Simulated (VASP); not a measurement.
# In (I4/mmm) in VASP: a series of runs

The runs below take In through single point, with r2SCAN.

All numbers are computed with VASP 6.6.1; they aren't measurements. Logs are shortened: lines on timing, memory, paths and dates and some standing lists are left out, and cuts for length are marked.

## 1. The cell of the first run

The structure is tetragonal, space group I4/mmm (No. 139). The conventional cell has a = 3.186 Å, b = 3.186 Å, c = 4.717 Å, α = 90.00°, β = 90.00°, γ = 90.00°. Within 4.2 Å of In (site symmetry 4/mmm) lie 12 In at 3.19 to 3.26 Å.

## 2. Single point, r2SCAN

POSCAR reads:

```
In
1.0
   -1.5931020631      1.5931020631      2.3582795965
    1.5931020631     -1.5931020631      2.3582795965
    1.5931020631      1.5931020631     -2.3582795965
In
1
Direct
    0.0000000000      0.0000000000      0.0000000000
```

INCAR.step1 reads:

```
PREC     = Accurate       # precision mode
ENCUT    = 520            # plane-wave cutoff, eV
ISMEAR   = -1             # smearing method
SIGMA    = 0.05           # smearing width, eV
LREAL    = F              # projectors in reciprocal space
LASPH    = T              # aspherical terms in the spheres
NELM     = 100            # most SCF steps
NBANDS   = 12             # bands
GGA      = PE             # functional
ALGO     = Normal         # electronic algorithm
EDIFF    = 1E-4           # SCF threshold, eV
LWAVE    = T              # write WAVECAR
LCHARG   = F              # write CHGCAR
```

INCAR.step2 reads:

```
PREC     = Accurate       # precision mode
ENCUT    = 520            # plane-wave cutoff, eV
EDIFF    = 1E-7           # SCF threshold, eV
ISMEAR   = -1             # smearing method
SIGMA    = 0.05           # smearing width, eV
LREAL    = F              # projectors in reciprocal space
LASPH    = T              # aspherical terms in the spheres
NELM     = 100            # most SCF steps
ALGO     = Normal         # electronic algorithm
ISIF     = 2              # what is computed and relaxed
LWAVE    = F              # write WAVECAR
LCHARG   = T              # write CHGCAR
METAGGA  = R2SCAN         # meta-GGA
LMIXTAU  = T            
LELF     = T              # ELF
LVHAR    = T            
NBANDS   = 12             # bands
ISTART   = 1
```

KPOINTS reads:

```
Automatic mesh
0
Gamma
  11 11 11
```

Potentials or basis: VASP PAW PBE potentials, release 64 (In_d).

Launch:

```sh
cat potpaw_PBE.64/In_d/POTCAR > POTCAR
cp INCAR.step1 INCAR
mpirun -np 1 vasp_std > vasp.out
cp INCAR.step2 INCAR
mpirun -np 1 vasp_std > vasp.out
```

OUTCAR:

```text
PREC = Accurate
   ENCUT = 520
   EDIFF = 1E-7
   ISMEAR = -1
   LREAL = F
   LASPH = T
   NELM = 100
   ISIF = 2
   METAGGA = R2SCAN
   ISTART = 1

 ion  position               nearest neighbor table
   1  0.000  0.000  0.000-

  LATTYP: Found a body centered tetragonal cell.
 ALAT       =     3.1862041262
 C/A-ratio  =     1.4803066615

  Lattice vectors:

 A1 = (  -1.5931020631,   1.5931020631,   2.3582795965)
 A2 = (   1.5931020631,  -1.5931020631,   2.3582795965)
 A3 = (   1.5931020631,   1.5931020631,  -2.3582795965)

Analysis of symmetry for initial positions (statically):
=====================================================================
 Subroutine PRICEL returns:
 Original cell was already a primitive cell.

 Routine SETGRP: Setting up the symmetry group for a
 body centered tetragonal supercell.

 Subroutine GETGRP returns: Found 16 space group operations
 (whereof 16 operations were pure point group operations)
 out of a pool of 16 trial point group operations.

The static configuration has the point symmetry D_4h.

Analysis of symmetry for dynamics (positions and initial velocities):
=====================================================================
 Subroutine PRICEL returns:
 Original cell was already a primitive cell.

 Routine SETGRP: Setting up the symmetry group for a
 body centered tetragonal supercell.

 Subroutine GETGRP returns: Found 16 space group operations
 (whereof 16 operations were pure point group operations)
 out of a pool of 16 trial point group operations.

The dynamic configuration has the point symmetry D_4h.

 Subroutine INISYM returns: Found 16 space group operations
 (whereof 16 operations are pure point group operations),
 and found     1 'primitive' translations

----------------------------------------------------------------------------------------

                                     Primitive cell

  volume of cell :      23.9410

  direct lattice vectors                    reciprocal lattice vectors
    -1.593102063  1.593102063  2.358279597     0.000000000  0.313853087  0.212018965
     1.593102063 -1.593102063  2.358279597     0.313853087  0.000000000  0.212018965
     1.593102063  1.593102063 -2.358279597     0.313853087  0.313853087  0.000000000

  length of vectors
     3.261507477  3.261507477  3.261507477     0.378755596  0.378755596  0.443855292

  position of ions in fractional coordinates (direct lattice)
     0.000000000  0.000000000  0.000000000

  ion indices of the primitive-cell ions
   primitive index   ion index
                 1           1

----------------------------------------------------------------------------------------

 KPOINTS: Automatic mesh

Automatic generation of k-mesh.
 Grid dimensions read from file:
 generate k-points for:   11   11   11

 Generating k-lattice:

  Cartesian coordinates                     Fractional coordinates (reciprocal lattice)
     0.000000000  0.028532099  0.019274451     0.090909091  0.000000000  0.000000000
     0.028532099  0.000000000  0.019274451     0.000000000  0.090909091  0.000000000
     0.028532099  0.028532099  0.000000000     0.000000000  0.000000000  0.090909091

  Length of vectors
     0.034432327  0.034432327  0.040350481

  Shift w.r.t. Gamma in fractional coordinates (k-lattice)
     0.000000000  0.000000000  0.000000000

 Subroutine IBZKPT returns following result:
 ===========================================

 Found    126 irreducible k-points:

 Following reciprocal coordinates:
            Coordinates               Weight
  0.000000  0.000000  0.000000      1.000000
  0.090909  0.000000 -0.000000      8.000000
  0.181818  0.000000 -0.000000      8.000000
  0.272727  0.000000  0.000000      8.000000
  0.363636  0.000000  0.000000      8.000000
  0.454545  0.000000  0.000000      8.000000
[... 16 lines left out ...]
 -0.272727  0.181818  0.000000     16.000000
 -0.181818  0.181818  0.000000      4.000000
 [... further k-points ...]
   k-points           NKPTS =    126   k-points in BZ     NKDIM =    126   number of bands    NBANDS=     12
   number of dos      NEDOS =    301   number of ions     NIONS =      1
   total plane-waves  NPLWV =  13824
   dimension x,y,z NGX =    24 NGY =   24 NGZ =   24
   dimension x,y,z NGXF=    48 NGYF=   48 NGZF=   48
   ions per type =               1
   NGX,Y,Z   is equivalent  to a cutoff of  12.23, 12.23, 12.23 a.u.
   NGXF,Y,Z  is equivalent  to a cutoff of  24.47, 24.47, 24.47 a.u.
 SYSTEM =  unknown system
   PREC   = accura    normal or accurate (medium, high low for compatibility)
   ISTART =      1    job   : 0-new  1-cont  2-samecut
   ICHARG =      0    charge: 1-file 2-atom 10-const
   ISPIN  =      1    spin polarized calculation?
   LNONCOLLINEAR =      F non collinear calculations
   LSORBIT =      F    spin-orbit coupling
   LASPH  =      T    aspherical Exc in radial PAW
   ENCUT  =  520.0 eV  38.22 Ry    6.18 a.u.   6.06  6.06  6.06*2*pi/ulx,y,z
   NELM   =    100;   NELMIN=  2; NELMDL=  0     # of ELM steps
   EDIFF  = 0.1E-06   stopping-criterion for ELM
   LREAL  =      F    real-space projection
   EDIFFG = 0.1E-05   stopping-criterion for IOM
   NSW    =      0    number of steps for IOM
   IBRION =     -1    ionic relax: 0-MD 1-quasi-New 2-CG
   NFREE  =      0    steps in history (QN), initial steepest desc. (CG)
   ISIF   =      2    stress and relaxation
   ISYM   =      2    0-nonsym 1-usesym 2-fastsym
   POTIM  = 0.5000    time-step for ionic-motion
   TEBEG  =    0.0;   TEEND  =   0.0 temperature during run
   PSTRESS=    0.0 pullay stress
   NELECT =      13.0000    total number of electrons
   NUPDOWN=      -1.0000    fix difference up-down
   EMIN   =  10.00;   EMAX   =-10.00  energy-range for DOS
   EFERMI =   0.00;   METHOD = LEGACY
   ISMEAR =    -1;   SIGMA  =   0.05  broadening in eV -4-tet -1-fermi 0-gaus
   EFERMI_NEDOS =   21; number of points for ismear=-14 and -15
   IALGO  =     38    algorithm
   IMIX   =      4    mixing-type and parameters
     AMIX     =   0.40;   BMIX     =  1.00
     AMIX_MAG =   1.60;   BMIX_MAG =  1.00
  volume/ion in A,a.u.               =      23.94       161.56
  Fermi-wavevector in a.u.,A,eV,Ry     =   1.335596  2.523911 24.270300  1.783817
  Thomas-Fermi vector in A             =   2.464288
   LORBIT       =      0    0 simple, 1 ext, 2 COOP (PROOUT), +10 PAW based schemes
   METAGGA = R2SCAN    functional components
   LHFCALC =     F    Hartree Fock is set to
   AEXX    =    0.0000 exact exchange contribution
   IVDW    =     0    specifies the selected vdW correction
   LEPSILON=     F    determine dielectric tensor
   LRPA    =     F    only Hartree local field effects (RPA)
 non-spin polarized calculation
  energy-cutoff  :      520.00
  volume of cell :       23.94
 maximum number of plane-waves:       655
   NGX = 13   NGY = 13   NGZ = 13

 number of electron      12.9999994 magnetization

 Free energy of the ion-electron system (eV)
  ---------------------------------------------------
  ext. energy  EPLUGINS =         0.00000000
  ---------------------------------------------------
  free energy    TOTEN  =       -22.53952680 eV

  energy without entropy =      -22.53528850  energy(sigma->0) =      -22.53740765

 E-fermi :   8.6091     XC(G=0): -11.5636

 val. band max:        8.6030637007   @ k =   0.3636   0.3636   0.0000
 cond. band min:       8.6230663837   @ k =   0.2727   0.1818   0.0909
 fundamental gap:      0.0200026830
 Fermi energy:         8.6090531589

 k-point     1 :       0.0000    0.0000    0.0000
  band No.  band energies     occupation
      1      -6.8534      2.00000
      2      -6.7695      2.00000
      3      -6.7695      2.00000
      4      -6.6140      2.00000
      5      -6.5264      2.00000
      6      -2.1623      2.00000
      7      20.5690      0.00000
      8      20.5690      0.00000
      9      20.7398      0.00000
     10      20.8498      0.00000
     11      23.8706      0.00000
     12      23.9772      0.00000

 k-point     2 :       0.0909    0.0000   -0.0000
  band No.  band energies     occupation
      1      -6.8406      2.00000
      2      -6.7687      2.00000
      3      -6.7521      2.00000
      4      -6.6127      2.00000
      5      -6.5316      2.00000
      6      -1.9576      2.00000
      7      18.1749      0.00000
      8      20.2052      0.00000
      9      20.2611      0.00000
     10      20.8235      0.00000
     11      24.5684      0.00000
     12      24.5959      0.00000

 k-point     3 :       0.1818    0.0000   -0.0000
  band No.  band energies     occupation
      1      -6.8321      2.00000
      2      -6.7669      2.00000
      3      -6.7179      2.00000
      4      -6.5866      2.00000
      5      -6.5321      2.00000
      6      -1.3340      2.00000
      7      14.6647      0.00000
      8      19.3391      0.00000
      9      19.6913      0.00000
     10      20.8219      0.00000
     11      23.8568      0.00000
     12      25.5610      0.00000
[... 286 lines left out ...]
 k-point    23 :      -0.2727    0.1818    0.0000
  band No.  band energies     occupation
      1      -6.8948      2.00000
      2      -6.7111      2.00000
      3      -6.6360      2.00000
      4      -6.6082      2.00000
      5      -6.4807      2.00000
      6      -0.2405      2.00000
      7      13.9431      0.00000
      8      15.9316      0.00000
      9      17.4268      0.00000
     10      18.8596      0.00000
     11      20.1354      0.00000
     12      27.0766      0.00000

 k-point    24 :      -0.1818    0.1818    0.0000
  band No.  band energies     occupation
      1      -6.8641      2.00000
      2      -6.6958      2.00000
      3      -6.6568      2.00000
      4      -6.6536      2.00000
      5      -6.5282      2.00000
      6      -1.0285      2.00000
      7      16.7109      0.00000
      8      16.9032      0.00000
      9      18.1248      0.00000
     10      18.5903      0.00000
     11      20.8953      0.00000
     12      27.5114      0.00000

 [... further k-points ...]

------------------------ aborting loop because EDIFF is reached ----------------------------------------

  FORCE on cell =-STRESS in cart. coord.  units (eV):
  Direction    XX          YY          ZZ          XY          YZ          ZX
  --------------------------------------------------------------------------------------
  -------------------------------------------------------------------------------------
  Total        0.7515756      0.7515756      0.7517644      0.0000000      0.0000000     -0.0000000
  in kB       50.2968502     50.2968502     50.3094854      0.0000000      0.0000000     -0.0000000
  external PRESSURE =      50.3010619 kB  Pullay stress =       0.0000000 kB

 VOLUME and BASIS-vectors are now :
 -----------------------------------------------------------------------------
  energy-cutoff  :      520.00
  volume of cell :       23.94
      direct lattice vectors                 reciprocal lattice vectors
    -1.593102063  1.593102063  2.358279597     0.000000000  0.313853087  0.212018965
     1.593102063 -1.593102063  2.358279597     0.313853087  0.000000000  0.212018965
     1.593102063  1.593102063 -2.358279597     0.313853087  0.313853087  0.000000000

 POSITION                                       TOTAL-FORCE (eV/Angst)
 -----------------------------------------------------------------------------------
      0.00000      0.00000      0.00000        -0.000000      0.000000     -0.000000
 -----------------------------------------------------------------------------------
    total drift:                               -0.000000      0.000000      0.000000

  FREE ENERGIE OF THE ION-ELECTRON SYSTEM (eV)
  ---------------------------------------------------
  free  energy   TOTEN  =       -22.5395267954 eV

  energy  without entropy=      -22.5352884962  energy(sigma->0) =      -22.53740765
```

Wall time 95 s (1 thread of AMD EPYC 9R45 (Zen 5), shared host); peak memory 0.13 GiB.

What came out:

- Free energy: -22.5395 eV
- Pressure: 5.0 GPa
- Band gap on the k mesh: zero (an odd number of electrons rules out a gap without spin polarisation)

Caveat: the cell stands under pressure; the PAW data sets were made with another functional, which shifts forces and pressure a little; spin-orbit coupling is left out, which moves the levels of the heavy elements.

## 3. Single point, r2SCAN

This run uses another cell than the first one, of 25.18 Å³/atom.

POSCAR reads:

```
In
1.0
   -1.6213673936      1.6213673936      2.3945117975
    1.6213673936     -1.6213673936      2.3945117975
    1.6213673936      1.6213673936     -2.3945117975
In
1
Direct
    0.0000000000      0.0000000000      0.0000000000
```

INCAR.step1 reads:

```
PREC = Accurate
ENCUT = 520
ISMEAR = -1
SIGMA = 0.05
LREAL = False
LASPH = True
NELM = 80
NBANDS = 12
GGA = PE
ALGO = Normal
EDIFF = 1E-4
LWAVE = True
LCHARG = False
```

INCAR.step2 reads:

```
PREC = Accurate
ENCUT = 520
EDIFF = 1E-7
ISMEAR = -1
SIGMA = 0.05
LREAL = False
LASPH = True
NELM = 80
ALGO = Normal
ISIF = 2
LWAVE = False
LCHARG = False
METAGGA = R2SCAN
LMIXTAU = True
NBANDS = 12
ISTART = 1
```

KPOINTS reads:

```
regular mesh
0
Gamma
  11 11 11
```

Potentials or basis: VASP PAW PBE potentials, release 64 (In_d).

Launch:

```sh
cat potpaw_PBE.64/In_d/POTCAR > POTCAR
cp INCAR.step1 INCAR
mpirun -np 1 vasp_std > vasp.out
cp INCAR.step2 INCAR
mpirun -np 1 vasp_std > vasp.out
```

OUTCAR:

```text
PREC = Accurate
   ENCUT = 520
   EDIFF = 1E-7
   ISMEAR = -1
   LREAL = False
   LASPH = True
   NELM = 80
   ISIF = 2
   METAGGA = R2SCAN
   ISTART = 1

 ion  position               nearest neighbor table
   1  0.000  0.000  0.000-

  LATTYP: Found a body centered tetragonal cell.
 ALAT       =     3.2427347872
 C/A-ratio  =     1.4768471396

  Lattice vectors:

 A1 = (  -1.6213673936,   1.6213673936,   2.3945117975)
 A2 = (   1.6213673936,  -1.6213673936,   2.3945117975)
 A3 = (   1.6213673936,   1.6213673936,  -2.3945117975)

Analysis of symmetry for initial positions (statically):
=====================================================================
 Subroutine PRICEL returns:
 Original cell was already a primitive cell.

 Routine SETGRP: Setting up the symmetry group for a
 body centered tetragonal supercell.

 Subroutine GETGRP returns: Found 16 space group operations
 (whereof 16 operations were pure point group operations)
 out of a pool of 16 trial point group operations.

The static configuration has the point symmetry D_4h.

[... 167 lines left out ...]
      1      -7.3904      2.00000
      2      -7.3202      2.00000
      3      -7.3202      2.00000
      4      -7.1817      2.00000
      5      -7.1082      2.00000
      6      -2.3897      2.00000
      7      19.4687      0.00000
      8      19.4687      0.00000
      9      19.6213      0.00000
     10      20.1501      0.00000
     11      22.7873      0.00000
     12      22.9078      0.00000
[... 331 lines left out ...]
 k-point    24 :      -0.1818    0.1818    0.0000
  band No.  band energies     occupation
      1      -7.4017      2.00000
      2      -7.2520      2.00000
      3      -7.2191      2.00000
      4      -7.2171      2.00000
      5      -7.1074      2.00000
      6      -1.3025      2.00000
      7      15.7934      0.00000
      8      15.9848      0.00000
      9      16.9994      0.00000
     10      17.8089      0.00000
     11      20.0053      0.00000
     12      26.5838      0.00000

 [... further k-points ...]

------------------------ aborting loop because EDIFF is reached ----------------------------------------

  FORCE on cell =-STRESS in cart. coord.  units (eV):
  Direction    XX          YY          ZZ          XY          YZ          ZX
  --------------------------------------------------------------------------------------
  -------------------------------------------------------------------------------------
  Total        0.3177565      0.3177565      0.3206274      0.0000000     -0.0000000     -0.0000000
  in kB       20.2192578     20.2192578     20.4019351      0.0000000     -0.0000000     -0.0000000
  external PRESSURE =      20.2801503 kB  Pullay stress =       0.0000000 kB

 VOLUME and BASIS-vectors are now :
 -----------------------------------------------------------------------------
  energy-cutoff  :      520.00
  volume of cell :       25.18
      direct lattice vectors                 reciprocal lattice vectors
    -1.621367394  1.621367394  2.394511797     0.000000000  0.308381680  0.208810832
     1.621367394 -1.621367394  2.394511797     0.308381680  0.000000000  0.208810832
     1.621367394  1.621367394 -2.394511797     0.308381680  0.308381680  0.000000000

 POSITION                                       TOTAL-FORCE (eV/Angst)
 -----------------------------------------------------------------------------------
      0.00000      0.00000      0.00000         0.000000      0.000000     -0.000000
 -----------------------------------------------------------------------------------
    total drift:                               -0.000000      0.000000      0.000000

  FREE ENERGIE OF THE ION-ELECTRON SYSTEM (eV)
  ---------------------------------------------------
  free  energy   TOTEN  =       -22.5669722839 eV

  energy  without entropy=      -22.5627192626  energy(sigma->0) =      -22.56484577
```

OUTCAR.step1:

```text
PREC = Accurate
   ENCUT = 520
   ISMEAR = -1
   LREAL = False
   LASPH = True
   NELM = 80
[... 576 lines left out ...]
 POSITION                                       TOTAL-FORCE (eV/Angst)
 -----------------------------------------------------------------------------------
      0.00000      0.00000      0.00000        -0.000000     -0.000000     -0.000000
 -----------------------------------------------------------------------------------
    total drift:                               -0.000000      0.000000      0.000000

  FREE ENERGIE OF THE ION-ELECTRON SYSTEM (eV)
  ---------------------------------------------------
  free  energy   TOTEN  =        -2.5355305099 eV

  energy  without entropy=       -2.5313654994  energy(sigma->0) =       -2.53344800
```

It took 2.2 min on 1 thread of AMD EPYC 9R45 (Zen 5), shared host; peak memory 0.16 GiB.

What came out:

```
Free energy            : -22.5670 eV
Pressure               : 2.0 GPa
Band gap on the k mesh : zero (an odd number of electrons rules out a gap without spin polarisation)
```

Caveat: the PAW data sets were made with another functional, which shifts forces and pressure a little; spin-orbit coupling is left out, which moves the levels of the heavy elements.
